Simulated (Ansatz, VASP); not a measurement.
# Two plane-wave programs on TiSe

```
Ti Se
1.0
     3.60885    0.00000    0.00000
     0.00000    3.60749    0.00000
     0.00000    0.00000   23.80000
Ti Se
1 1
Cartesian
  1.8044 0.0000 7.0000
  0.0000 1.8037 7.0000
```

Alike in both runs: functional PBE; k mesh 16 × 16 × 1; occupations gaussian, width 0.1 eV; collinear spin.

Ansatz relaxed the structure, and its values are those at the end. VASP's run is a single point on that final structure, the one shown.

```csv
,VASP,Ansatz
version,VASP 6.6.1,Ansatz 0.2.0
potentials or method,"VASP PAW PBE potentials, release 64 (Ti_sv, Se), cutoff 520 eV","scalar-relativistic, plane waves, PAW"
valence electrons in the cell,18,28
```

|  | VASP | Ansatz | Ansatz less VASP |
| --- | --- | --- | --- |
| gap on the k mesh at the Fermi level (eV) | none | none | - |
| net moment per atom (μB) | 0.89 | 0.89 | 0.000 |
| size of the moment on the site where the two differ most (μB) | 1.34 | 1.25 | -0.084 |

Site moments also hang on the region over which each program counts them. A gap of «none» marks a metal or a gap that the smearing closes. VASP's potentials hold 18 valence electrons a cell and Ansatz's 28, so a difference there can come from the potentials and not from the codes. Ansatz's warnings: xc potential rough in thin density.
